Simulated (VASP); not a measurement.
Write the native input for VASP 6.6.1 that does the following.

```yaml
Task: relaxation of cell and atoms
Functional: PBE
Potentials_or_basis: VASP PAW PBE potentials, release 64 (Si, W_sv, C)
Cutoff: 600 eV
k_mesh: 8 × 8 × 14
Occupations: gaussian, width 0.1 eV
Spin: no spin polarisation
Dipole_correction: no
Further_INCAR_settings: ALGO = Normal; EDIFF = 1e-07; IBRION = 2; EDIFFG = -0.01; NSW = 100; ISIF = 3
```

The structure of Si3WC2 lies in POSCAR:

```
Si3WC2
1.0
    2.8001652637     -4.3164844712      0.0000000000
    2.8001652637      4.3164844712      0.0000000000
    0.0000000000      0.0000000000      2.7980426097
Si W C
3 1 2
Direct
    0.0000000000      0.0000000000      0.0000000000
    0.5000000000      0.0000000000      0.5000000000
    0.0000000000      0.5000000000      0.5000000000
    0.5000000000      0.5000000000      0.0000000000
    0.2424722631      0.7575277369      0.0000000000
    0.7575277369      0.2424722631      0.0000000000
```

The cell was generated, and may not be a known phase.

The input as run:

INCAR

```
PREC = Accurate
ENCUT = 600
EDIFF = 1E-7
ISMEAR = 0
SIGMA = 0.1
LREAL = F
LASPH = T
NELM = 100
ALGO = Normal
ISIF = 3
LWAVE = F
LCHARG = F
GGA = PE
IBRION = 2
NSW = 100
EDIFFG = -0.01
```

KPOINTS

```
Automatic mesh
0
Gamma
  8 8 14
```

Potentials or basis: VASP PAW PBE potentials, release 64 (Si, W_sv, C).

Command:

```console
$ cat potpaw_PBE.64/Si/POTCAR potpaw_PBE.64/W_sv/POTCAR potpaw_PBE.64/C/POTCAR > POTCAR
$ mpirun -np 1 vasp_std > vasp.out
```

Results of the run:

```json
{
 "Relaxed volume": "11.27 Å³/atom",
 "Relaxed cell": "a = 5.171 Å, b = 5.171 Å, c = 2.793 Å, α = 90.00°, β = 90.00°, γ = 115.13°",
 "Space group after relaxing (to 0.1 Å)": "Cmmm (No. 65)",
 "Energy gained by relaxing": "1.7 meV/atom",
 "Ionic steps": "9",
 "Pressure after relaxing": "0.0 GPa",
 "Band gap on the k mesh": "zero (bands 17 and 18 overlap by 2.65 eV)"
}
```

Caveat: spin-orbit coupling is left out, which moves the levels of the heavy elements.

Run time: 11 min on 1 thread of Intel(R) Xeon(R) 6975P-C (Granite Rapids), with other jobs on the host, peak memory 0.42 GiB.
